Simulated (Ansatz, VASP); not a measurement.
Au in VASP and in Ansatz

INCAR

```
SYSTEM = Au
PREC = Accurate
ENCUT = 520
EDIFF = 1E-6
ISMEAR = -1
SIGMA = 0.05
LREAL = .False.
LASPH = .True.
NELM = 80
ALGO = Normal
ISIF = 2
LWAVE = .False.
LCHARG = .False.
GGA = B5
ALDAX = 1.0
AGGAX = 1.0
AGGAC = 1.0
ALDAC = 0.0
IVDW = 13
NBANDS = 12
VDW_S6 = 1.0
VDW_S8 = 2.34076671
VDW_A1 = 0.44488865
VDW_A2 = 4.0933009
```

KPOINTS

```
regular mesh
0
Gamma
  11 11 11
  0 0 0
```

The input POSCAR:

```
Au
1.0
    0.0000000000      2.0617793868      2.0617793868
    2.0617793868      0.0000000000      2.0617793868
    2.0617793868      2.0617793868      0.0000000000
Au
1
Direct
    0.0000000000      0.0000000000      0.0000000000
```

input.yaml

```yaml
crystal:
  lattice:
    - [0.0, 2.0617793868, 2.0617793868]
    - [2.0617793868, 0.0, 2.0617793868]
    - [2.0617793868, 2.0617793868, 0.0]
  atoms:
    - { symbol: Au, position: [0.0, 0.0, 0.0] }
hamiltonian:
  xc: blyp
  pseudopotentials: { kind: paw }
  dispersion: d4
kpoints:
  mp_grid: { grid: [11, 11, 11] }
scf:
  occupations: { method: fermi_dirac, width: 0.05 }
output:
  forces: true
  stress: true
  eigenvalues: true
```

Alike in both runs: task single point; functional BLYP; dispersion D4; k mesh 11 × 11 × 11; occupations fermi-dirac, width 0.05 eV; no spin polarisation.

|  | VASP | Ansatz |
| --- | --- | --- |
| version | VASP 6.6.1 | Ansatz 0.2.0 |
| potentials or method | VASP PAW PBE potentials, release 64 (Au) | Ansatz PAW |
| plane-wave cutoff (eV) | 520 | 420 |
| valence electrons in the cell | 11 | 19 |

VASP gave:

```
gap on the k mesh at the Fermi level (eV) : none
pressure (GPa)                            : 3.8
```

Which values does Ansatz return?

gap on the k mesh at the Fermi level (eV): none; pressure (GPa): 3.1.

VASP's potentials were made for PBE, not for BLYP. A gap of «none» marks a metal or a gap that the smearing closes. VASP's potentials hold 11 valence electrons a cell and Ansatz's 19, so a difference there can come from the potentials and not from the codes.

Spin-orbit coupling is off throughout.
